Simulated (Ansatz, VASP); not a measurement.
## Two plane-wave programs on F

```xyz
4
Lattice="2.6009 -1.4917 -0.0067 2.6009 1.4917 -0.0067 -2.0794 0.0000 6.7795" Properties=species:S:1:pos:R:3 pbc="T T T"
F     1.7918    0.0000    2.7225
F     0.2417    0.0000    0.6573
F     1.3305    0.0000    4.0436
F     2.8806    0.0000    6.1088
```

Alike in both runs: task single point; functional r2SCAN; k mesh 10 × 10 × 4; no spin polarisation.

|  | VASP | Ansatz |
| --- | --- | --- |
| version | VASP 6.6.1 | Ansatz 0.2.0 |
| potentials or method | VASP PAW PBE potentials, release 64 (F) | plane waves, PAW |
| plane-wave cutoff (eV) | 520 | 500 |
| occupations | gaussian, width 0.01 eV | fixed |
| valence electrons in the cell | 28 | 28 |

```csv
,VASP,Ansatz,Ansatz less VASP
gap on the k mesh at the Fermi level (eV),3.44,3.53,+0.088
pressure (GPa),1.6,0.7,-0.91
"traceless stress, the component that is largest in VASP (GPa)",2.55,-0.16,-2.717
rms of the force components (eV/Å),0.318,0.019,-0.2989
```

VASP's potentials were made for PBE, not for r2SCAN. Atom by atom the forces differ by 0.336 eV/Å (rms over components).
